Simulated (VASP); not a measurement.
Here is a VASP 6.6.1 calculation.

The input INCAR:

```
ALGO = Normal
EDIFF = 1E-6
ENCUT = 520
GGA = CA
ISIF = 2
ISMEAR = -1
LASPH = T
LCHARG = F
LDAU = T
LDAUJ = 0 0
LDAUL = 2 -1
LDAUPRINT = 1
LDAUTYPE = 2
LDAUU = 3 0
LMAXMIX = 4
LREAL = F
LWAVE = F
NBANDS = 17
NELM = 150
PREC = Accurate
SIGMA = 0.05
```

KPOINTS

```
k-points
0
Gamma
  9 9 9
```

File POSCAR:

```
WS
1.0
    3.0078900000      0.0000000000      0.0000000000
    0.0000000000      3.0078900000      0.0000000000
    0.0000000000      0.0000000000      3.0078900000
W S
1 1
Direct
    0.5000000000      0.5000000000      0.5000000000
    0.0000000000      0.0000000000      0.0000000000
```

Potentials or basis: VASP PAW LDA potentials, release 64 (W_sv, S).

Run with:

```console
$ cat potpaw_LDA.64/W_sv/POTCAR potpaw_LDA.64/S/POTCAR > POTCAR
$ mpirun -np 1 vasp_std > vasp.out
```

Problem. Predict the band gap on the k mesh.

Solution. Zero (band 10 reaches 14.62 eV, above the bottom of band 11 at 12.08 eV).

Problem. What does it give for the pressure?

Solution. -6.3 GPa.

Eigenvalues of the final occupation matrices:
```tsv
site	spin	trace	eigenvalues
site 1 d	1	1.74	0.31 0.31 0.31 0.40 0.40
site 1 d	2	1.74	0.31 0.31 0.31 0.40 0.40
```

Caveat: spin-orbit coupling is left out, which moves the levels of the heavy elements; U without spin polarisation on a metal has little footing.
